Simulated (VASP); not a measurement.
# Tl (P6_3/mmc) in VASP: further runs, part 2 of 2

VASP 6.6.1. Earlier steps stand in the parts before.

**3. Single point, PBE**

This run uses another cell than the first one, of 31.44 Å³/atom, 1.048 times its volume.

INCAR reads:

```
SYSTEM = Tl
ALGO = Normal
EDIFF = 1E-6
ENCUT = 520
GGA = PE
ISIF = 2
ISMEAR = 0
LASPH = .True.
LCHARG = .False.
LREAL = .False.
LWAVE = .False.
NBANDS = 20
NELM = 100
PREC = Accurate
SIGMA = 0.1
```

KPOINTS reads:

```
k-points
0
Gamma
  15 15 8
  0 0 0
```

POSCAR reads:

```
Tl
1.0
    3.6120709610      0.0000002989      0.0000000000
   -1.8060357394      3.1281450630      0.0000000000
    0.0000000000      0.0000000000      5.5650523578
Tl
2
Direct
    0.0000000000      0.0000000000      0.0000000000
    0.3333333333      0.6666666667      0.5000000000
```

Potentials or basis: VASP PAW PBE potentials, release 64 (Tl_d).

The run is started by

```
$ cat potpaw_PBE.64/Tl_d/POTCAR > POTCAR
$ mpirun -np 1 vasp_std > vasp.out
```

OUTCAR:

```text
SYSTEM = Tl
   EDIFF = 1E-6
   ENCUT = 520
   GGA = PE
   ISIF = 2
   ISMEAR = 0
   LASPH = .True.
   LREAL = .False.
   NELM = 100
   PREC = Accurate

 ion  position               nearest neighbor table
   1  0.000  0.000  0.000-   2 3.48   2 3.48   2 3.48   2 3.48   2 3.48   2 3.48
   2  0.333  0.667  0.500-   1 3.48   1 3.48   1 3.48   1 3.48   1 3.48   1 3.48

  LATTYP: Found a hexagonal cell.
 ALAT       =     3.6120709610
 C/A-ratio  =     1.5406819018

  Lattice vectors:

 A1 = (   3.6120709610,   0.0000002989,   0.0000000000)
 A2 = (  -1.8060357394,   3.1281450630,   0.0000000000)
 A3 = (   0.0000000000,   0.0000000000,   5.5650523578)

Analysis of symmetry for initial positions (statically):
=====================================================================
 Subroutine PRICEL returns:
 Original cell was already a primitive cell.

 Routine SETGRP: Setting up the symmetry group for a
 hexagonal supercell.

 Subroutine GETGRP returns: Found 24 space group operations
 (whereof 12 operations were pure point group operations)
 out of a pool of 24 trial point group operations.

The static configuration has the point symmetry D_3h.
 The point group associated with its full space group is D_6h.

Analysis of symmetry for dynamics (positions and initial velocities):
=====================================================================
 Subroutine PRICEL returns:
 Original cell was already a primitive cell.

 Routine SETGRP: Setting up the symmetry group for a
 hexagonal supercell.

 Subroutine GETGRP returns: Found 24 space group operations
 (whereof 12 operations were pure point group operations)
 out of a pool of 24 trial point group operations.

The dynamic configuration has the point symmetry D_3h.
 The point group associated with its full space group is D_6h.

 Subroutine INISYM returns: Found 24 space group operations
 (whereof 12 operations are pure point group operations),
[... 105 lines left out ...]
   TEBEG  =    0.0;   TEEND  =   0.0 temperature during run
   PSTRESS=    0.0 pullay stress
   NELECT =      26.0000    total number of electrons
   NUPDOWN=      -1.0000    fix difference up-down
   EMIN   =  10.00;   EMAX   =-10.00  energy-range for DOS
   EFERMI =   0.00;   METHOD = LEGACY
   ISMEAR =     0;   SIGMA  =   0.10  broadening in eV -4-tet -1-fermi 0-gaus
   EFERMI_NEDOS =   21; number of points for ismear=-14 and -15
   IALGO  =     38    algorithm
   IMIX   =      4    mixing-type and parameters
     AMIX     =   0.40;   BMIX     =  1.00
     AMIX_MAG =   1.60;   BMIX_MAG =  1.00
  volume/ion in A,a.u.               =      31.44       212.17
  Fermi-wavevector in a.u.,A,eV,Ry     =   1.219631  2.304768 20.238664  1.487500
  Thomas-Fermi vector in A             =   2.354876
   LORBIT       =      0    0 simple, 1 ext, 2 COOP (PROOUT), +10 PAW based schemes
   GGA     = PE    functional components
   LHFCALC =     F    Hartree Fock is set to
   AEXX    =    0.0000 exact exchange contribution
   IVDW    =     0    specifies the selected vdW correction
   LEPSILON=     F    determine dielectric tensor
   LRPA    =     F    only Hartree local field effects (RPA)
 non-spin polarized calculation
 Gauss-broadening in eV      SIGMA  =   0.10
  energy-cutoff  :      520.00
  volume of cell :       62.88
 maximum number of plane-waves:      1713
 NGX is ok and might be reduce to    28
   NGX = 13   NGY = 13   NGZ = 21

 number of electron      26.0000003 magnetization

 Free energy of the ion-electron system (eV)
  ---------------------------------------------------
  ext. energy  EPLUGINS =         0.00000000
  ---------------------------------------------------
  free energy    TOTEN  =        -4.45455282 eV

  energy without entropy =       -4.45106152  energy(sigma->0) =       -4.45280717

 E-fermi :   5.6520     XC(G=0):  -9.7229

 val. band max:        5.5937034456   @ k =   0.2000   0.2000   0.0000
 cond. band min:       5.6636547793   @ k =   0.2667   0.1333   0.0000
 fundamental gap:      0.0699513337
 Fermi energy:         5.6520341633

 k-point     1 :       0.0000    0.0000    0.0000
  band No.  band energies     occupation
      1      -6.0047      2.00000
      2      -5.8295      2.00000
      3      -5.8295      2.00000
      4      -5.8191      2.00000
      5      -5.7840      2.00000
      6      -5.7840      2.00000
[... 541 lines left out ...]
     19      12.8618      0.00000
     20      16.5626      0.00000

 [... further k-points ...]
[... 5 lines left out ...]
  --------------------------------------------------------------------------------------
  -------------------------------------------------------------------------------------
  Total       -0.0324552     -0.0324552     -0.0294730      0.0000000      0.0000000     -0.0000000
  in kB       -0.8269558     -0.8269558     -0.7509706      0.0000000      0.0000000     -0.0000000
  external PRESSURE =      -0.8016274 kB  Pullay stress =       0.0000000 kB

 VOLUME and BASIS-vectors are now :
 -----------------------------------------------------------------------------
  energy-cutoff  :      520.00
  volume of cell :       62.88
      direct lattice vectors                 reciprocal lattice vectors
     3.612070961  0.000000299  0.000000000     0.276849476  0.159839150  0.000000000
    -1.806035739  3.128145063  0.000000000    -0.000000026  0.319678254  0.000000000
     0.000000000  0.000000000  5.565052358     0.000000000  0.000000000  0.179692829

 POSITION                                       TOTAL-FORCE (eV/Angst)
 -----------------------------------------------------------------------------------
      0.00000      0.00000      0.00000        -0.000000      0.000000      0.000000
     -0.00000      2.08543      2.78253         0.000000     -0.000000      0.000000
 -----------------------------------------------------------------------------------
    total drift:                                0.000000     -0.000000     -0.000000

  FREE ENERGIE OF THE ION-ELECTRON SYSTEM (eV)
  ---------------------------------------------------
  free  energy   TOTEN  =        -4.4545528219 eV

  energy  without entropy=       -4.4510615200  energy(sigma->0) =       -4.45280717
```

Run time: 96 s. Hardware: 1 thread of Intel Xeon Platinum 8259CL at 2.50GHz (Skylake/Cascade Lake), shared host; peak memory 0.27 GiB.

Results:

| Quantity | Value |
| --- | --- |
| Free energy | -4.4546 eV |
| Pressure | -0.1 GPa |
| Band gap on the k mesh | zero (band 13 reaches 9.16 eV, above the bottom of band 14 at 3.72 eV) |

Levels at points of the mesh, in eV from the Fermi level:
```tsv
k point	band 10	band 11	band 12	band 13	band 14	band 15	band 16	band 17
(0.00, 0.00, 0.00)	-11.13	-9.46	-4.85	-2.38	6.93	6.93	8.91	8.91
(0.00, 0.00, 0.50)	-11.21	-8.10	-8.10	3.49	3.49	7.89	7.89	7.89
```

Caveat: spin-orbit coupling is left out, which moves the levels of the heavy elements.

**4. Relaxation of cell and atoms, PBE**

INCAR reads:

```
SYSTEM = Tl
ALGO = Normal ; EDIFF = 1E-7
EDIFFG = -0.005 ; ENCUT = 600
GGA = PE ; IBRION = 2
ISIF = 3 ; ISMEAR = 0
LASPH = .True. ; LCHARG = .False.
LREAL = .False. ; LWAVE = .False.
NELM = 100 ; NSW = 100
PREC = Accurate ; SIGMA = 0.1
```

KPOINTS is that of step 3.

POSCAR reads:

```
Tl
1.0
    3.4879330000      0.0000000000      0.0000000000
   -1.7439670000      3.0206390000      0.0000000000
    0.0000000000      0.0000000000      5.6957710000
Tl
2
Direct
    0.0000000000      0.0000000000      0.0000000000
    0.3333333300      0.6666666700      0.5000000000
```

The run is started by

```
$ cat potpaw_PBE.64/Tl_d/POTCAR > POTCAR
$ mpirun -np 1 vasp_std > vasp.out
```

It took 12 min on 1 thread of Intel Xeon Platinum 8259CL at 2.50GHz (Skylake/Cascade Lake), shared host; peak memory 0.3 GiB.

Results (log left out):

```
Free energy                            : -4.4537 eV
Relaxed volume                         : 31.40 Å³/atom
Relaxed cell                           : a = 3.607 Å, b = 3.607 Å, c = 5.574 Å, α = 90.00°, β = 90.00°, γ = 120.00°
Space group after relaxing (to 0.05 Å) : P6_3/mmc (No. 194)
Energy gained by relaxing              : 7.9 meV/atom
Ionic steps                            : 12
Pressure after relaxing                : 0.0 GPa
Band gap on the k mesh                 : zero (band 13 reaches 9.14 eV, above the bottom of band 14 at 3.73 eV)
```

The path:
| step | energy change (eV) | largest force (eV/Å) | pressure (GPa) | volume (Å³) |
| --- | --- | --- | --- | --- |
| 1 | 0.0000 | 0.0000 | 1.29 | 60.01 |
| 2 | -0.0107 | 0.0000 | 0.23 | 62.14 |
| 3 | -0.0113 | 0.0000 | -0.09 | 62.86 |
| 4 | -0.0113 | 0.0000 | -0.07 | 62.80 |
| 5 | -0.0123 | 0.0000 | -0.06 | 62.80 |
| 6 | -0.0147 | 0.0000 | -0.02 | 62.78 |
| 7 | -0.0151 | 0.0000 | 0.06 | 62.70 |
| 8 | -0.0158 | 0.0000 | 0.02 | 62.75 |
| 9 | -0.0158 | 0.0000 | 0.02 | 62.74 |
| 10 | -0.0158 | 0.0000 | 0.02 | 62.74 |
| 11 | -0.0158 | 0.0000 | -0.02 | 62.84 |
| 12 | -0.0158 | 0.0000 | 0.00 | 62.80 |

Final structure:
```xyz
2
Lattice="3.6070 0.0000 0.0000 -1.8035 3.1238 0.0000 0.0000 0.0000 5.5739" Properties=species:S:1:pos:R:3 pbc="T T T"
Tl    0.0000    0.0000    0.0000
Tl    0.0000    2.0825    2.7870
```

Levels at points of the mesh, in eV from the Fermi level:
```
           k point  band 11  band 12  band 13  band 14  band 15  band 16
(0.00, 0.00, 0.00)    -9.46    -4.87    -2.39     6.97     6.97     8.95
(0.00, 0.00, 0.50)    -8.10    -8.10     3.46     3.46     7.93     7.93
```

Caveat: spin-orbit coupling is left out, which moves the levels of the heavy elements.

**5. Overview**

| task | cell | k mesh | cutoff (eV) | gap on the mesh (eV) | pressure (GPa) |
| --- | --- | --- | --- | --- | --- |
| single point | a = 3.488, b = 3.488, c = 5.696 Å, angles 90.0, 90.0, 120.0°, 2 atoms | 6 × 6 × 4 | 520 | none | 1.1 |
| single point | a = 3.612, b = 3.612, c = 5.565 Å, angles 90.0, 90.0, 120.0°, 2 atoms | 15 × 15 × 8 | 520 | none | -0.1 |
| relaxation of cell and atoms | relaxed from a = 3.488, b = 3.488, c = 5.696 Å, angles 90.0, 90.0, 120.0°, 2 atoms | 15 × 15 × 8 | 600 | none | 0.0 |

Alike in all rows: level PBE; potentials or basis VASP PAW PBE potentials, release 64 (Tl_d); no spin polarisation; smearing gaussian 0.1 eV.

Caveats: spin-orbit coupling is left out, which moves the levels of the heavy elements.

Absolute energies hang on the potentials; compare differences alone.
